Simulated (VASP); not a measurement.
# Hf4F3 (P-43m) in VASP: relaxation of cell and atoms with PBE

Aim: the relaxation of cell and atoms of Hf4F3 with PBE.

Everything below comes from runs of VASP 6.6.1. Logs are shortened: lines on timing, memory, paths and dates and some standing lists are left out, and cuts for length are marked.

### Step 1. The cell of the first run

Symmetry: P-43m, No. 215, cubic system. Conventional cell: a = 4.995 Å, b = 4.995 Å, c = 4.995 Å, α = 90.00°, β = 90.00°, γ = 90.00°. Within 3.1 Å of Hf (site symmetry 3m) lie 3 F at 2.31 Å and 3 Hf at 2.94 Å. Within 3.1 Å of F (site symmetry -42m) lie 4 Hf at 2.31 Å.

The cell was built from a structure type or drawn by symmetry, and may not be a known phase.

### Step 2. Relaxation of cell and atoms, PBE

Input file INCAR:

```
  PREC = Accurate
  ENCUT = 600
  EDIFF = 1E-6
  ISMEAR = 0
  SIGMA = 0.1
  LREAL = False
  LASPH = True
  NELM = 60
  ALGO = Normal
  ISIF = 3
  LWAVE = False
  LCHARG = False
  GGA = PE
  IBRION = 2
  NSW = 100
  EDIFFG = -0.01
```

Input file KPOINTS:

```
Automatic mesh
0
Gamma
  6 6 6
```

Input file POSCAR:

```
Hf4F3
1.0
    4.9954848845      0.0000000000      0.0000000000
    0.0000000000      4.9954848845      0.0000000000
    0.0000000000      0.0000000000      4.9954848845
Hf F
4 3
Direct
    0.2922732211      0.7077267789      0.2922732211
    0.7077267789      0.2922732211      0.2922732211
    0.2922732211      0.2922732211      0.7077267789
    0.7077267789      0.7077267789      0.7077267789
    0.0000000000      0.0000000000      0.5000000000
    0.5000000000      0.0000000000      0.0000000000
    0.0000000000      0.5000000000      0.0000000000
```

Potentials or basis: VASP PAW PBE potentials, release 64 (Hf_pv, F).

The run is started by

```
$ cat potpaw_PBE.64/Hf_pv/POTCAR potpaw_PBE.64/F/POTCAR > POTCAR
$ mpirun -np 1 vasp_std > vasp.out
```

OUTCAR:

```text
PREC = Accurate
   ENCUT = 600
   EDIFF = 1E-6
   ISMEAR = 0
   LREAL = False
   LASPH = True
   NELM = 60
   ISIF = 3
   GGA = PE
   IBRION = 2
   NSW = 100
   EDIFFG = -0.01

 ion  position               nearest neighbor table
   1  0.292  0.708  0.292-   5 2.31   6 2.31   7 2.31   2 2.94   3 2.94   4 2.94   2 3.58   3 3.58
                             3 3.58   4 3.58   2 3.58   4 3.58
   2  0.708  0.292  0.292-   5 2.31   6 2.31   7 2.31   1 2.94   3 2.94   4 2.94   1 3.58   3 3.58
                             3 3.58   4 3.58   1 3.58   4 3.58
   3  0.292  0.292  0.708-   5 2.31   6 2.31   7 2.31   1 2.94   2 2.94   4 2.94   1 3.58   2 3.58
                             1 3.58   4 3.58   2 3.58   4 3.58
   4  0.708  0.708  0.708-   5 2.31   6 2.31   7 2.31   1 2.94   2 2.94   3 2.94   1 3.58   3 3.58
                             2 3.58   3 3.58   1 3.58   2 3.58
   5  0.000  0.000  0.500-   1 2.31   2 2.31   3 2.31   4 2.31
   6  0.500  0.000  0.000-   1 2.31   2 2.31   3 2.31   4 2.31
   7  0.000  0.500  0.000-   1 2.31   2 2.31   3 2.31   4 2.31

  LATTYP: Found a simple cubic cell.
 ALAT       =     4.9954848845

  Lattice vectors:

 A1 = (   4.9954848845,   0.0000000000,   0.0000000000)
 A2 = (   0.0000000000,   4.9954848845,   0.0000000000)
 A3 = (   0.0000000000,   0.0000000000,   4.9954848845)

Analysis of symmetry for initial positions (statically):
=====================================================================
 Subroutine PRICEL returns:
 Original cell was already a primitive cell.

 Routine SETGRP: Setting up the symmetry group for a
 simple cubic supercell.

 Subroutine GETGRP returns: Found 24 space group operations
 (whereof 24 operations were pure point group operations)
 out of a pool of 48 trial point group operations.

The static configuration has the point symmetry T_d .

Analysis of symmetry for dynamics (positions and initial velocities):
=====================================================================
 Subroutine PRICEL returns:
 Original cell was already a primitive cell.

 Routine SETGRP: Setting up the symmetry group for a
 simple cubic supercell.

 Subroutine GETGRP returns: Found 24 space group operations
 (whereof 24 operations were pure point group operations)
 out of a pool of 48 trial point group operations.

The dynamic configuration has the point symmetry T_d .

 Subroutine INISYM returns: Found 24 space group operations
 (whereof 24 operations are pure point group operations),
 and found     1 'primitive' translations

----------------------------------------------------------------------------------------

                                     Primitive cell

  volume of cell :     124.6617

  direct lattice vectors                    reciprocal lattice vectors
     4.995484884  0.000000000  0.000000000     0.200180768  0.000000000  0.000000000
     0.000000000  4.995484884  0.000000000     0.000000000  0.200180768  0.000000000
     0.000000000  0.000000000  4.995484884     0.000000000  0.000000000  0.200180768

  length of vectors
     4.995484884  4.995484884  4.995484884     0.200180768  0.200180768  0.200180768

  position of ions in fractional coordinates (direct lattice)
     0.292273221  0.707726779  0.292273221
     0.707726779  0.292273221  0.292273221
     0.292273221  0.292273221  0.707726779
     0.707726779  0.707726779  0.707726779
     0.000000000  0.000000000  0.500000000
     0.500000000  0.000000000  0.000000000
     0.000000000  0.500000000  0.000000000

  ion indices of the primitive-cell ions
   primitive index   ion index
                 1           1
                 2           2
                 3           3
                 4           4
                 5           5
                 6           6
                 7           7

----------------------------------------------------------------------------------------

 KPOINTS: Automatic mesh

Automatic generation of k-mesh.
 Grid dimensions read from file:
 generate k-points for:    6    6    6

 Generating k-lattice:

  Cartesian coordinates                     Fractional coordinates (reciprocal lattice)
     0.033363461  0.000000000  0.000000000     0.166666667  0.000000000  0.000000000
     0.000000000  0.033363461  0.000000000     0.000000000  0.166666667  0.000000000
     0.000000000  0.000000000  0.033363461     0.000000000  0.000000000  0.166666667

  Length of vectors
     0.033363461  0.033363461  0.033363461

  Shift w.r.t. Gamma in fractional coordinates (k-lattice)
     0.000000000  0.000000000  0.000000000

 Subroutine IBZKPT returns following result:
 ===========================================

 Found     20 irreducible k-points:

 Following reciprocal coordinates:
            Coordinates               Weight
  0.000000  0.000000  0.000000      1.000000
  0.166667  0.000000  0.000000      6.000000
  0.333333  0.000000  0.000000      6.000000
  0.500000  0.000000  0.000000      3.000000
  0.166667  0.166667  0.000000     12.000000
  0.333333  0.166667  0.000000     24.000000
[... 12 lines left out ...]
  0.500000  0.500000  0.333333      6.000000
  0.500000  0.500000  0.500000      1.000000
   k-points           NKPTS =     20   k-points in BZ     NKDIM =     20   number of bands    NBANDS=     36
   number of dos      NEDOS =    301   number of ions     NIONS =      7
   total plane-waves  NPLWV =  64000
   dimension x,y,z NGX =    40 NGY =   40 NGZ =   40
   dimension x,y,z NGXF=    80 NGYF=   80 NGZF=   80
   ions per type =               4   3
   NGX,Y,Z   is equivalent  to a cutoff of  13.31, 13.31, 13.31 a.u.
   NGXF,Y,Z  is equivalent  to a cutoff of  26.62, 26.62, 26.62 a.u.
 SYSTEM =  unknown system
   PREC   = accura    normal or accurate (medium, high low for compatibility)
   ISTART =      0    job   : 0-new  1-cont  2-samecut
   ICHARG =      2    charge: 1-file 2-atom 10-const
   ISPIN  =      1    spin polarized calculation?
   LNONCOLLINEAR =      F non collinear calculations
   LSORBIT =      F    spin-orbit coupling
   LASPH  =      T    aspherical Exc in radial PAW
   ENCUT  =  600.0 eV  44.10 Ry    6.64 a.u.   9.98  9.98  9.98*2*pi/ulx,y,z
   NELM   =     60;   NELMIN=  2; NELMDL= -5     # of ELM steps
   EDIFF  = 0.1E-05   stopping-criterion for ELM
   LREAL  =      F    real-space projection
   EDIFFG = -.1E-01   stopping-criterion for IOM
   NSW    =    100    number of steps for IOM
   IBRION =      2    ionic relax: 0-MD 1-quasi-New 2-CG
   NFREE  =      1    steps in history (QN), initial steepest desc. (CG)
   ISIF   =      3    stress and relaxation
   ISYM   =      2    0-nonsym 1-usesym 2-fastsym
   POTIM  = 0.5000    time-step for ionic-motion
   TEBEG  =    0.0;   TEEND  =   0.0 temperature during run
   PSTRESS=    0.0 pullay stress
   NELECT =      61.0000    total number of electrons
   NUPDOWN=      -1.0000    fix difference up-down
   EMIN   =  10.00;   EMAX   =-10.00  energy-range for DOS
   EFERMI =   0.00;   METHOD = LEGACY
   ISMEAR =     0;   SIGMA  =   0.10  broadening in eV -4-tet -1-fermi 0-gaus
   EFERMI_NEDOS =   21; number of points for ismear=-14 and -15
   IALGO  =     38    algorithm
   IMIX   =      4    mixing-type and parameters
     AMIX     =   0.40;   BMIX     =  1.00
     AMIX_MAG =   1.60;   BMIX_MAG =  1.00
  volume/ion in A,a.u.               =      17.81       120.18
  Fermi-wavevector in a.u.,A,eV,Ry     =   1.290052  2.437844 22.643271  1.664233
  Thomas-Fermi vector in A             =   2.421907
   LORBIT       =      0    0 simple, 1 ext, 2 COOP (PROOUT), +10 PAW based schemes
   GGA     = PE    functional components
   LHFCALC =     F    Hartree Fock is set to
   AEXX    =    0.0000 exact exchange contribution
   IVDW    =     0    specifies the selected vdW correction
   LEPSILON=     F    determine dielectric tensor
   LRPA    =     F    only Hartree local field effects (RPA)
 conjugate gradient relaxation of ions
 non-spin polarized calculation
 Gauss-broadening in eV      SIGMA  =   0.10
  energy-cutoff  :      600.00
  volume of cell :      124.66
 maximum number of plane-waves:      4224
 NGX is ok and might be reduce to    40
   NGX = 19   NGY = 19   NGZ = 19

--------------------------------------- Ionic step        1  -------------------------------------------

 number of electron      61.0000028 magnetization

 Free energy of the ion-electron system (eV)
  ---------------------------------------------------
  ext. energy  EPLUGINS =         0.00000000
  ---------------------------------------------------
  free energy    TOTEN  =       -55.57737323 eV

  energy without entropy =      -55.55617477  energy(sigma->0) =      -55.56677400

------------------------ aborting loop because EDIFF is reached ----------------------------------------

  FORCE on cell =-STRESS in cart. coord.  units (eV):
  Direction    XX          YY          ZZ          XY          YZ          ZX
  --------------------------------------------------------------------------------------
  -------------------------------------------------------------------------------------
  Total       -1.3280352     -1.3280352     -1.3280352      0.0000000      0.0000000      0.0000000
  in kB      -17.0681798    -17.0681798    -17.0681798      0.0000000      0.0000000      0.0000000
  external PRESSURE =     -17.0681798 kB  Pullay stress =       0.0000000 kB
[... 149 lines left out ...]
  energy  without entropy=      -55.5677957767  energy(sigma->0) =      -55.57821249

--------------------------------------- Ionic step        5  -------------------------------------------

 number of electron      61.0000006 magnetization

 Free energy of the ion-electron system (eV)
  ---------------------------------------------------
  ext. energy  EPLUGINS =         0.00000000
  ---------------------------------------------------
  free energy    TOTEN  =       -55.58865476 eV

  energy without entropy =      -55.56785149  energy(sigma->0) =      -55.57825313

 E-fermi :   4.4755     XC(G=0): -10.6859

 val. band max:        4.4493474557   @ k =   0.5000   0.3333   0.1667
 cond. band min:       4.4773247951   @ k =   0.3333   0.3333   0.3333
 fundamental gap:      0.0279773394
 Fermi energy:         4.4755040751

 k-point     1 :       0.0000    0.0000    0.0000
  band No.  band energies     occupation
      1     -26.9806      2.00000
      2     -26.7634      2.00000
      3     -26.7634      2.00000
      4     -26.4995      2.00000
      5     -26.4995      2.00000
      6     -26.4995      2.00000
[... 803 lines left out ...]
  FREE ENERGIE OF THE ION-ELECTRON SYSTEM (eV)
  ---------------------------------------------------
  free  energy   TOTEN  =       -55.5886547642 eV

  energy  without entropy=      -55.5678514871  energy(sigma->0) =      -55.57825313

 reached required accuracy - stopping structural energy minimisation
```

Run time: 10 min. Hardware: 1 thread of Intel Xeon 8259CL, shared host; peak memory 0.3 GiB.

What came out:

| Quantity | Value |
| --- | --- |
| Free energy | -55.5887 eV |
| Relaxed volume | 17.51 Å³/atom |
| Relaxed cell | a = 4.967 Å, b = 4.967 Å, c = 4.967 Å, α = 90.00°, β = 90.00°, γ = 90.00° |
| Space group after relaxing (to 0.1 Å) | P-43m (No. 215) |
| Energy gained by relaxing | 1.6 meV/atom |
| Ionic steps | 5 |
| Pressure after relaxing | 0.0 GPa |
| Band gap on the k mesh | zero (an odd number of electrons rules out a gap without spin polarisation) |

Step by step:
```csv
step,energy change (eV),largest force (eV/Å),pressure (GPa),volume (Å³)
1,0.0000,0.0146,-1.71,124.66
2,-0.0037,0.1877,1.42,121.27
3,-0.0103,0.0965,-0.01,122.76
4,-0.0113,0.0162,0.01,122.59
5,-0.0113,0.0012,-0.01,122.55
```

Final structure:
```
Hf F
1.0
     4.96714    0.00000    0.00000
     0.00000    4.96714    0.00000
     0.00000    0.00000    4.96714
Hf F
4 3
Direct
  0.29173 0.70827 0.29173
  0.70827 0.29173 0.29173
  0.29173 0.29173 0.70827
  0.70827 0.70827 0.70827
  0.00000 0.00000 0.50000
  0.50000 0.00000 0.00000
  0.00000 0.50000 0.00000
```

Caveat: spin-orbit coupling is left out, which moves the levels of the heavy elements; an odd number of electrons without spin polarisation forces a metal; a magnetic or distorted state may lie lower.
